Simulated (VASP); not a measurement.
Write the native input for VASP 6.6.1 that does the following.

- Task: single point
- Functional: LDA
- Potentials or basis: VASP PAW LDA potentials, release 64 (Sn_d)
- Cutoff: 520 eV
- k mesh: 9 × 9 × 9
- Occupations: fermi-dirac, width 0.03 eV
- Spin: no spin polarisation
- Dipole correction: no
- Further INCAR settings: ALGO = Normal; EDIFF = 1e-06; NBANDS = 21

The structure of Sn lies in POSCAR:

```
Sn
1.0
    0.0000000000      3.2131440000      3.2456000000
    3.2131440000      0.0000000000      3.2456000000
    3.2131440000      3.2131440000      0.0000000000
Sn
2
Direct
    0.5000000000      0.5000000000      0.5000000000
    0.7500000000      0.7500000000      0.7500000000
```

This cell differs from its parent crystal: equal xx and yy strain of -1 %.

One way to write it, as run:

INCAR

```
  PREC = Accurate
  ENCUT = 520
  EDIFF = 1E-6
  ISMEAR = -1
  SIGMA = 0.03
  LREAL = False
  LASPH = True
  NELM = 100
  ALGO = Normal
  ISIF = 2
  LWAVE = False
  LCHARG = True
  GGA = CA
  LELF = True
  LVHAR = True
  NBANDS = 21
```

KPOINTS

```
regular mesh
0
Gamma
  9 9 9
```

Potentials or basis: VASP PAW LDA potentials, release 64 (Sn_d).

Launch:

```bash
$ cat potpaw_LDA.64/Sn_d/POTCAR > POTCAR
$ mpirun -np 1 vasp_std > vasp.out
```

Results of the run:

```json
{
 "Pressure": "0.6 GPa",
 "Band gap on the k mesh": "zero (bands 14 and 15 overlap by 0.15 eV)"
}
```

Caveat: the cell differs from its parent crystal (equal xx and yy strain of -1 %); spin-orbit coupling is left out, which moves the levels of the heavy elements.

Wall time 2.2 min on 1 thread of Intel(R) Xeon(R) Platinum 8175M CPU @ 2.50GHz (Skylake/Cascade Lake) (shared host), peak memory 0.22 GiB.
